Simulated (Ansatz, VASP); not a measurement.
**One calculation of CsCl, two programs**

The input POSCAR:

```
CsCl
1.0
    4.1406758997      0.0000000000      0.0000000000
    0.0000000000      4.1406758997      0.0000000000
    0.0000000000      0.0000000000      4.1406758997
Cs Cl
1 1
Direct
    0.0000000000      0.0000000000      0.0000000000
    0.5000000000      0.5000000000      0.5000000000
```

The input INCAR.step1:

```
PREC     = Accurate       # precision mode
ENCUT    = 400            # plane-wave cutoff, eV
EDIFF    = 1E-5           # SCF threshold, eV
ISMEAR   = 0              # smearing method
SIGMA    = 0.01           # smearing width, eV
LREAL    = F              # projectors in reciprocal space
LASPH    = T              # aspherical terms in the spheres
NELM     = 120            # most SCF steps
ALGO     = Normal         # electronic algorithm
ISIF     = 2              # what is computed and relaxed
LWAVE    = T              # write WAVECAR
LCHARG   = F              # write CHGCAR
NBANDS   = 15             # bands
GGA      = PE             # functional
GGA_COMPAT= F
```

Contents of INCAR.step2:

```
PREC     = Accurate       # precision mode
ENCUT    = 400            # plane-wave cutoff, eV
EDIFF    = 1E-6           # SCF threshold, eV
ISMEAR   = 0              # smearing method
SIGMA    = 0.01           # smearing width, eV
LREAL    = F              # projectors in reciprocal space
LASPH    = T              # aspherical terms in the spheres
NELM     = 120            # most SCF steps
ALGO     = Normal         # electronic algorithm
ISIF     = 2              # what is computed and relaxed
LWAVE    = F              # write WAVECAR
LCHARG   = F              # write CHGCAR
GGA      = PE             # functional
LHFCALC  = T              # exact exchange
AEXX     = 0.5            # exact-exchange fraction
PRECFOCK = Normal       
NBANDS   = 15             # bands
ISTART   = 1            
GGA_COMPAT= F
```

The input KPOINTS:

```
Automatic mesh
0
Gamma
  4 4 4
```

Input for Ansatz:

```yaml
crystal:
  lattice:
    - [4.1406758997, 0.0, 0.0]
    - [0.0, 4.1406758997, 0.0]
    - [0.0, 0.0, 4.1406758997]
  atoms:
    - { symbol: Cs, position: [0.0, 0.0, 0.0] }
    - { symbol: Cl, position: [0.5, 0.5, 0.5] }
kpoints:
  mp_grid: { grid: [4, 4, 4] }
hamiltonian:
  xc: { exchange: pbe, correlation: pbe, exx: { coeff: 0.5 } }
scf:
  occupations: { method: fixed }
  n_extra_bands: 4
output:
  forces: true
  stress: true
  eigenvalues: true
```

Alike in both runs: task single point; functional PBE-based global hybrid with a share of 0.5 of exact exchange; k mesh 4 × 4 × 4; no spin polarisation.

|  | VASP | Ansatz |
| --- | --- | --- |
| version | VASP 6.6.1 | Ansatz 0.2.0 |
| potentials or method | VASP PAW PBE potentials, release 64 (Cs_sv, Cl) | plane waves |
| plane-wave cutoff (eV) | 400 | 420 |
| occupations | gaussian, width 0.01 eV | fixed |
| valence electrons in the cell | 16 | 16 |

|  | VASP | Ansatz | Ansatz less VASP |
| --- | --- | --- | --- |
| gap on the k mesh at the Fermi level (eV) | 9.35 | 9.34 | -0.010 |
| pressure (GPa) | -0.2 | -0.1 | +0.14 |

VASP's potentials were made for PBE, not for PBE-based global hybrid. Ansatz's warnings: stress exchange threshold loose, stress scf threshold loose.

Spin-orbit coupling is off throughout.
